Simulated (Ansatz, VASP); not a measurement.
# ZnAu: VASP beside Ansatz

```
Zn Au
1.0
     3.14799    0.00000    0.00000
     0.00000    3.14799    0.00000
     0.00000    0.00000    3.14799
Zn Au
1 1
Direct
  0.50000 0.50000 0.50000
  0.00000 0.00000 0.00000
```

Alike in both runs: functional r2SCAN; k mesh 11 × 11 × 11; occupations fermi-dirac, width 0.1 eV; no spin polarisation.

Ansatz relaxed the structure, and its values are those at the end. VASP's run is a single point on that final structure, the one shown.

```csv
,VASP,Ansatz
version,VASP 6.6.1,Ansatz 0.2.0
potentials or method,"VASP PAW PBE potentials, release 64 (Zn, Au), cutoff 520 eV",PAW plane waves
valence electrons in the cell,23,31
```

```tsv
	VASP	Ansatz	Ansatz less VASP
pressure (GPa)	0.3	0.0	-0.38
```

VASP's potentials were made for PBE, not for r2SCAN. With one functional, cell and mesh, what is left measures potentials, basis and numerics. VASP's potentials hold 23 valence electrons a cell and Ansatz's 31, so a difference there can come from the potentials and not from the codes. Ansatz's warnings: stress scf threshold loose.

Spin-orbit coupling is off throughout.
